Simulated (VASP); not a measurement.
Input of a VASP 6.6.1 run:

INCAR

```
SYSTEM = RbCl
  ALGO = Normal
  EDIFF = 1E-8
  ENCUT = 500
  GGA = PS
  GGA_COMPAT = .False.
  IBRION = 6
  ISIF = 3
  ISMEAR = 0
  LASPH = .True.
  LCHARG = .False.
  LREAL = .False.
  LWAVE = .False.
  NBANDS = 15
  NELM = 120
  NFREE = 2
  NSW = 1
  POTIM = 0.015
  PREC = Accurate
  SIGMA = 0.01
```

File KPOINTS:

```
k-points
0
Gamma
  6 6 6
  0 0 0
```

POSCAR

```
RbCl
1.0
    0.0000000000      3.2740000000      3.2740000000
    3.2740000000      0.0000000000      3.2740000000
    3.2740000000      3.2740000000      0.0000000000
Rb Cl
1 1
Direct
    0.0000000000      0.0000000000      0.0000000000
    0.5000000000      0.5000000000      0.5000000000
```

Potentials or basis: VASP PAW PBE potentials, release 64 (Rb_sv, Cl).

Launch:

```console
$ cat potpaw_PBE.64/Rb_sv/POTCAR potpaw_PBE.64/Cl/POTCAR > POTCAR
$ mpirun -np 1 vasp_std > vasp.out
```

(1) Estimate the elastic constants C11, C12, C44.

(2) What does it give for the Voigt bulk modulus?

(3) Estimate the highest phonon frequency at Γ, LO-TO splitting left out.

Answers

(1) 39, 5, 5 GPa.

(2) 17 GPa.

(3) 113 cm⁻¹.

Caveat: the PAW data sets were made with another functional, which shifts forces and pressure a little.
